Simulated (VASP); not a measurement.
Input of a VASP 6.6.1 run:

The input INCAR:

```
SYSTEM = ZnS
  PREC = Accurate
  ENCUT = 520
  EDIFF = 1E-8
  ISMEAR = -1
  SIGMA = 0.01
  LREAL = .False.
  LASPH = .True.
  NELM = 100
  ALGO = Normal
  ISIF = 2
  LWAVE = .False.
  LCHARG = .False.
  GGA = PS
  LEFG = .True.
  NBANDS = 16
```

File KPOINTS:

```
Automatic mesh
0
Gamma
  8 8 8
  0 0 0
```

Contents of POSCAR:

```
ZnS
1.0
    0.0000000000      2.7136356142      2.7136356142
    2.7136356142      0.0000000000      2.7136356142
    2.7136356142      2.7136356142      0.0000000000
Zn S
1 1
Direct
    0.0000000000      0.0000000000      0.0000000000
    0.7500000000      0.7500000000      0.7500000000
```

Potentials or basis: VASP PAW PBE potentials, release 64 (Zn, S).

The run is started by

```sh
$ cat potpaw_PBE.64/Zn/POTCAR potpaw_PBE.64/S/POTCAR > POTCAR
$ mpirun -np 1 vasp_std > vasp.out
```

Problem. Estimate the band gap on the k mesh.

Solution. 1.92 eV, direct.

Problem. What does it give for the pressure?

Solution. -2.7 GPa.

Caveat: without QUAD_EFG the Cq values of the log hold for a quadrupole moment of 1 mb, not for the nuclei; the PAW data sets were made with another functional, which shifts forces and pressure a little.
